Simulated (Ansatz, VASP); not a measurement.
Al15SbN16 in VASP and in Ansatz

```
Sb Al N
1.0
     6.22600    0.00000    0.00000
    -3.11300    5.39187    0.00000
     0.00000    0.00000    9.96200
Sb Al N
1 15 16
Direct
  0.16667 0.33333 0.00000
  0.16667 0.33333 0.50000
  0.16667 0.83333 0.00000
  0.16667 0.83333 0.50000
  0.66667 0.33333 0.00000
  0.66667 0.33333 0.50000
  0.66667 0.83333 0.00000
  0.66667 0.83333 0.50000
  0.33333 0.16667 0.25000
  0.33333 0.16667 0.75000
  0.33333 0.66667 0.25000
  0.33333 0.66667 0.75000
  0.83333 0.16667 0.25000
  0.83333 0.16667 0.75000
  0.83333 0.66667 0.25000
  0.83333 0.66667 0.75000
  0.16667 0.33333 0.19000
  0.16667 0.33333 0.69000
  0.16667 0.83333 0.19000
  0.16667 0.83333 0.69000
  0.66667 0.33333 0.19000
  0.66667 0.33333 0.69000
  0.66667 0.83333 0.19000
  0.66667 0.83333 0.69000
  0.33333 0.16667 0.44000
  0.33333 0.16667 0.94000
  0.33333 0.66667 0.44000
  0.33333 0.66667 0.94000
  0.83333 0.16667 0.44000
  0.83333 0.16667 0.94000
  0.83333 0.66667 0.44000
  0.83333 0.66667 0.94000
```

Alike in both runs: task relaxation of the atoms; functional PBE; k mesh 4 × 4 × 2; occupations fermi-dirac, width 0.01 eV; no spin polarisation.

```csv
,VASP,Ansatz
version,VASP 6.6.1,Ansatz 0.2.0
potentials or method,"VASP PAW PBE potentials, release 64 (Sb, Al, N)","plane-wave PAW, scalar-relativistic"
plane-wave cutoff (eV),520,420
valence electrons in the cell,130,140
```

```tsv
	VASP	Ansatz	Ansatz less VASP
gap on the k mesh at the Fermi level, each at its own relaxed structure (eV)	1.70	1.74	+0.042
```

VASP's potentials hold 130 valence electrons a cell and Ansatz's 140, so a difference there can come from the potentials and not from the codes. Ansatz's warnings: stress scf threshold loose.

Neither program's run includes spin-orbit coupling.
